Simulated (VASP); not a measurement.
# Si24SbC23 (a cell with a defect) (Moissanite 6H) in VASP: further runs

Runs on Si24SbC23 (a cell with a defect) (Moissanite 6H). Level: PBE. Tasks: single point.

Program: VASP 6.6.1. These are calculated values, not measurements. Logs are shortened: lines on timing, memory, paths and dates and some standing lists are left out, and cuts for length are marked.

## Step 1: The cell of the first run

The cell holds a defect, 48 atoms: a = 6.190 Å, b = 6.190 Å, c = 15.170 Å, α = 90.00°, β = 90.00°, γ = 120.00°.

## Step 2: Single point, PBE

INCAR

```
ALGO = Normal
EDIFF = 1E-6
ENCUT = 520
GGA = PE
ISIF = 2
ISMEAR = -1
LASPH = T
LCHARG = F
LREAL = Auto
LWAVE = F
NBANDS = 126
NELECT = 192.0
NELM = 100
PREC = Accurate
SIGMA = 0.01
```

KPOINTS

```
k-points
0
Gamma
  4 4 2
```

POSCAR

```
Si24SbC23
1.0
    6.1900000000      0.0000000000      0.0000000000
   -3.0950000000      5.3606972494      0.0000000000
    0.0000000000      0.0000000000     15.1700000000
Si C Sb
24 23 1
Direct
   -0.0048759172     -0.0097518344      0.1311168861
   -0.0048759172      0.5048759172      0.1311168861
    0.5000000000      0.0000000000      0.1277375104
    0.5097518344      0.5048759172      0.1311168861
   -0.0009452630     -0.0018905261      0.6213522800
   -0.0009452630      0.5009452630      0.6213522800
    0.5000000000      0.0000000000      0.6129262620
    0.5018905261      0.5009452630      0.6213522800
    0.1666666667      0.3333333333      0.2914172504
    0.1676421943      0.8338210972      0.2941342184
    0.6661789028      0.3323578057      0.2941342184
    0.6661789028      0.8338210972      0.2941342184
    0.3591388028      0.1408611972      0.7796265264
    0.3591388028      0.7182776056      0.7796265264
    0.7817223944      0.1408611972      0.7796265264
    0.8333333333      0.6666666667      0.7893076549
    0.1666666667      0.3333333333      0.9961944135
    0.1677976281      0.8338988140      0.9603380866
    0.6661011860      0.3322023719      0.9603380866
    0.6661011860      0.8338988140      0.9603380866
    0.3321689338      0.1678310662      0.4558677229
    0.3321689338      0.6643378675      0.4558677229
    0.8356621325      0.1678310662      0.4558677229
    0.8333333333      0.6666666667      0.4569762339
   -0.0058512029     -0.0117024057      0.0070054919
   -0.0058512029      0.5058512029      0.0070054919
    0.5000000000      0.0000000000      0.0010771943
    0.5117024057      0.5058512029      0.0070054919
   -0.0001883739     -0.0003767478      0.4976228329
   -0.0001883739      0.5001883739      0.4976228329
    0.5000000000      0.0000000000      0.4918295727
    0.5003767478      0.5001883739      0.4976228329
    0.1666666667      0.3333333333      0.1651471966
    0.1693450820      0.8346725410      0.1706768315
    0.6653274590      0.3306549180      0.1706768315
    0.6653274590      0.8346725410      0.1706768315
    0.3369175315      0.1630824685      0.6585670099
    0.3369175315      0.6738350630      0.6585670099
    0.8261649370      0.1630824685      0.6585670099
    0.8333333333      0.6666666667      0.6651374721
    0.1640370913      0.8320185457      0.8330133238
    0.6679814543      0.3359629087      0.8330133238
    0.6679814543      0.8320185457      0.8330133238
    0.3321708480      0.1678291520      0.3325837695
    0.3321708480      0.6643416959      0.3325837695
    0.8356583041      0.1678291520      0.3325837695
    0.8333333333      0.6666666667      0.3333126899
    0.1666666667      0.3333333333      0.8432216104
```

Potentials or basis: VASP PAW PBE potentials, release 64 (Si, C, Sb).

The run is started by

```bash
$ cat potpaw_PBE.64/Si/POTCAR potpaw_PBE.64/C/POTCAR potpaw_PBE.64/Sb/POTCAR > POTCAR
$ mpirun -np 1 vasp_std > vasp.out
```

OUTCAR:

```text
EDIFF = 1E-6
   ENCUT = 520
   GGA = PE
   ISIF = 2
   ISMEAR = -1
   LASPH = T
   LREAL = Auto
   NELECT = 192.0
   NELM = 100
   PREC = Accurate

 ion  position               nearest neighbor table
   1  0.995  0.990  0.131-  36 1.87  34 1.87  25 1.88  33 1.91  17 2.75   4 3.00   2 3.00  10 3.04
                            12 3.04   9 3.05   3 3.10   3 3.10  20 3.13  18 3.13
   2  0.995  0.505  0.131-  34 1.87  35 1.87  26 1.88  33 1.91  17 2.75   1 3.00   4 3.00  10 3.04
                            11 3.04   9 3.05   3 3.10   3 3.10  18 3.13  19 3.13
   3  0.500  0.000  0.128-  35 1.89  36 1.89  34 1.89  27 1.92  12 3.09  11 3.09  10 3.09   2 3.10
                             4 3.10   4 3.10   2 3.10   1 3.10   1 3.10  19 3.10  18 3.10  20 3.10
   4  0.510  0.505  0.131-  36 1.87  35 1.87  28 1.88  33 1.91  17 2.75   1 3.00   2 3.00  11 3.04
                            12 3.04   9 3.05   3 3.10   3 3.10  20 3.13  19 3.13
   5  0.999  0.998  0.621-  29 1.88  40 1.90  37 1.90  39 1.90  24 3.06   8 3.08   6 3.08  21 3.08
                            23 3.08  13 3.09  15 3.09   7 3.10   7 3.10  16 3.11   6 3.11   8 3.11
   6  0.999  0.501  0.621-  30 1.88  40 1.90  39 1.90  38 1.90  24 3.06   5 3.08   8 3.08  23 3.08
                            22 3.08  15 3.09  14 3.09   7 3.10   7 3.10  16 3.11   5 3.11   8 3.11
   7  0.500  0.000  0.613-  31 1.84  38 1.88  37 1.88  39 1.88  14 2.95  15 2.95  13 2.95  21 2.99
                            22 2.99  23 2.99   8 3.10   5 3.10   6 3.10   6 3.10   8 3.10   5 3.10
   8  0.502  0.501  0.621-  32 1.88  40 1.90  37 1.90  38 1.90  24 3.06   5 3.08   6 3.08  21 3.08
                            22 3.08  13 3.09  14 3.09   7 3.10   7 3.10  16 3.11   5 3.11   6 3.11
   9  0.167  0.333  0.291-  45 1.88  44 1.88  46 1.88  33 1.92   1 3.05   4 3.05   2 3.05  22 3.06
[... 24 lines left out ...]
                            22 3.07  23 3.07   8 3.08   5 3.08  24 3.10  24 3.10  22 3.12  23 3.12
  22  0.332  0.664  0.456-  45 1.87  31 1.88  32 1.89  30 1.89   7 2.99  12 3.04  10 3.04   9 3.06
                            21 3.07  23 3.07   6 3.08   8 3.08  24 3.10  24 3.10  21 3.12  23 3.12
  23  0.836  0.168  0.456-  46 1.87  31 1.88  29 1.89  30 1.89   7 2.99  12 3.04  11 3.04   9 3.06
                            22 3.07  21 3.07   6 3.08   5 3.08  24 3.10  24 3.10  22 3.12  21 3.12
  24  0.833  0.667  0.457-  47 1.88  29 1.89  32 1.89  30 1.89  11 3.05  12 3.05  10 3.05   5 3.06
                             8 3.06   6 3.06  23 3.10  22 3.10  21 3.10  21 3.10  23 3.10  22 3.10
  25  0.994  0.988  0.007-  17 1.86   1 1.88  20 1.90  18 1.90
  26  0.994  0.506  0.007-  17 1.86   2 1.88  18 1.90  19 1.90
  27  0.500  0.000  0.001-  19 1.89  18 1.89  20 1.89   3 1.92
  28  0.512  0.506  0.007-  17 1.86   4 1.88  20 1.90  19 1.90
  29  1.000  1.000  0.498-   5 1.88  24 1.89  23 1.89  21 1.89
  30  1.000  0.500  0.498-   6 1.88  24 1.89  23 1.89  22 1.89
  31  0.500  0.000  0.492-   7 1.84  21 1.88  22 1.88  23 1.88
  32  0.500  0.500  0.498-   8 1.88  24 1.89  22 1.89  21 1.89
  33  0.167  0.333  0.165-   1 1.91   4 1.91   2 1.91   9 1.92  17 2.56
  34  0.169  0.835  0.171-   2 1.87   1 1.87  10 1.87   3 1.89
  35  0.665  0.331  0.171-   2 1.87   4 1.87  11 1.87   3 1.89
  36  0.665  0.835  0.171-   4 1.87   1 1.87  12 1.87   3 1.89
  37  0.337  0.163  0.659-  13 1.85   7 1.88   8 1.90   5 1.90
  38  0.337  0.674  0.659-  14 1.85   7 1.88   6 1.90   8 1.90
[... 239 lines left out ...]
   ISMEAR =    -1;   SIGMA  =   0.01  broadening in eV -4-tet -1-fermi 0-gaus
   EFERMI_NEDOS =   21; number of points for ismear=-14 and -15
   IALGO  =     38    algorithm
   IMIX   =      4    mixing-type and parameters
     AMIX     =   0.40;   BMIX     =  1.00
     AMIX_MAG =   1.60;   BMIX_MAG =  1.00
  volume/ion in A,a.u.               =      10.49        70.77
  Fermi-wavevector in a.u.,A,eV,Ry     =   1.187252  2.243580 19.178312  1.409566
  Thomas-Fermi vector in A             =   2.323407
   LORBIT       =      0    0 simple, 1 ext, 2 COOP (PROOUT), +10 PAW based schemes
   GGA     = PE    functional components
[... 5 lines left out ...]
 non-spin polarized calculation
  energy-cutoff  :      520.00
  volume of cell :      503.38
 maximum number of plane-waves:     13665
 NGX is ok and might be reduce to    48
   NGX = 23   NGY = 23   NGZ = 57

 number of electron     192.0000002 magnetization

 Free energy of the ion-electron system (eV)
  ---------------------------------------------------
  ext. energy  EPLUGINS =         0.00000000
  ---------------------------------------------------
  free energy    TOTEN  =      -358.16398885 eV

  energy without entropy =     -358.16226573  energy(sigma->0) =     -358.16312729

 E-fermi :   9.7076     XC(G=0): -11.3793

 val. band max:        9.7057927891   @ k =   0.0000   0.0000   0.0000
 cond. band min:       9.7093324623   @ k =   0.0000   0.0000   0.5000
 fundamental gap:      0.0035396732
 Fermi energy:         9.7075626255

 k-point     1 :       0.0000    0.0000    0.0000
  band No.  band energies     occupation
      1      -7.1111      2.00000
      2      -6.6511      2.00000
      3      -6.4267      2.00000
      4      -5.1071      2.00000
      5      -4.9281      2.00000
      6      -3.7265      2.00000
[... 877 lines left out ...]
    107      13.2483      0.00000
    108      13.3120      0.00000
 [bands above 108 left out]

------------------------ aborting loop because EDIFF is reached ----------------------------------------

  FORCE on cell =-STRESS in cart. coord.  units (eV):
  Direction    XX          YY          ZZ          XY          YZ          ZX
  --------------------------------------------------------------------------------------
  -------------------------------------------------------------------------------------
  Total       18.5266730     18.5266730     22.1587549      0.0000000      0.0000000      0.0000000
  in kB       58.9672003     58.9672003     70.5274896      0.0000000      0.0000000      0.0000000
  external PRESSURE =      62.8206300 kB  Pullay stress =       0.0000000 kB

 VOLUME and BASIS-vectors are now :
 -----------------------------------------------------------------------------
  energy-cutoff  :      520.00
  volume of cell :      503.38
      direct lattice vectors                 reciprocal lattice vectors
     6.190000000  0.000000000  0.000000000     0.161550889  0.093271449  0.000000000
    -3.095000000  5.360697249  0.000000000     0.000000000  0.186542898  0.000000000
     0.000000000  0.000000000 15.170000000     0.000000000  0.000000000  0.065919578

 POSITION                                       TOTAL-FORCE (eV/Angst)
 -----------------------------------------------------------------------------------
      3.09500      5.30842      1.98904        -0.000000     -0.001610      0.002615
      4.59723      2.70649      1.98904        -0.001395      0.000805      0.002615
      3.09500      0.00000      1.93778        -0.000000      0.000000      0.005752
      1.59277      2.70649      1.98904         0.001395      0.000805      0.002615
      3.09500      5.35056      9.42591        -0.000000     -0.000203     -0.002778
      4.63372      2.68542      9.42591        -0.000176      0.000102     -0.002778
[... 40 lines left out ...]
      3.09500      3.57380      5.05635        -0.000000      0.000000      0.000357
      0.00000      1.78690     12.79167        -0.000000     -0.000000      0.078073
 -----------------------------------------------------------------------------------
    total drift:                                0.000002     -0.000001      0.050937

  FREE ENERGIE OF THE ION-ELECTRON SYSTEM (eV)
  ---------------------------------------------------
  free  energy   TOTEN  =      -358.1639888507 eV

  energy  without entropy=     -358.1622657342  energy(sigma->0) =     -358.16312729
```

Run time: 17 min. Hardware: 1 thread of AMD EPYC 7R43 (Zen 3), shared host; peak memory 0.72 GiB.

Results:

```
Free energy   : -358.1640 eV
Largest force : 0.132 eV/Å
```

Forces on the atoms (eV/Å):
```
Si   0.000 -0.002  0.003
Si  -0.001  0.001  0.003
Si   0.000  0.000  0.006
Si   0.001  0.001  0.003
Si   0.000  0.000 -0.003
Si   0.000  0.000 -0.003
Si   0.000  0.000 -0.003
Si   0.000  0.000 -0.003
Si   0.000  0.000  0.002
Si   0.001  0.001  0.000
Si   0.000 -0.002  0.000
Si  -0.001  0.001  0.000
Si   0.103 -0.060 -0.057
Si   0.000  0.119 -0.057
Si  -0.103 -0.060 -0.057
Si   0.000  0.000 -0.007
Si   0.000  0.000  0.096
Si   0.002  0.001  0.003
Si   0.000 -0.002  0.003
Si  -0.002  0.001  0.003
Si   0.002 -0.001 -0.008
Si   0.000  0.003 -0.008
Si  -0.002 -0.001 -0.008
Si   0.000  0.000 -0.002
C    0.000  0.005 -0.005
C    0.005 -0.003 -0.005
C    0.000  0.000 -0.006
C   -0.005 -0.003 -0.005
C    0.000  0.005  0.006
C    0.004 -0.002  0.006
C    0.000  0.000 -0.007
C   -0.004 -0.002  0.006
C    0.000  0.000  0.011
C    0.001  0.001 -0.003
C    0.000 -0.001 -0.003
C   -0.001  0.001 -0.003
C   -0.008  0.005  0.000
C    0.000 -0.009  0.000
C    0.008  0.005  0.000
C    0.000  0.000  0.017
C    0.010  0.006  0.003
C    0.000 -0.011  0.003
C   -0.010  0.006  0.003
C    0.009 -0.005 -0.001
C    0.000  0.010 -0.001
C   -0.009 -0.005 -0.001
C    0.000  0.000  0.000
Sb   0.000  0.000  0.078
```

Caveat: the cell carries a net charge on a neutralising background, which shifts energy and pressure; the cell is charged against a uniform background, so pressure and absolute levels hang on convention; spin-orbit coupling is left out, which moves the levels of the heavy elements.

[end of part 1 of 2]
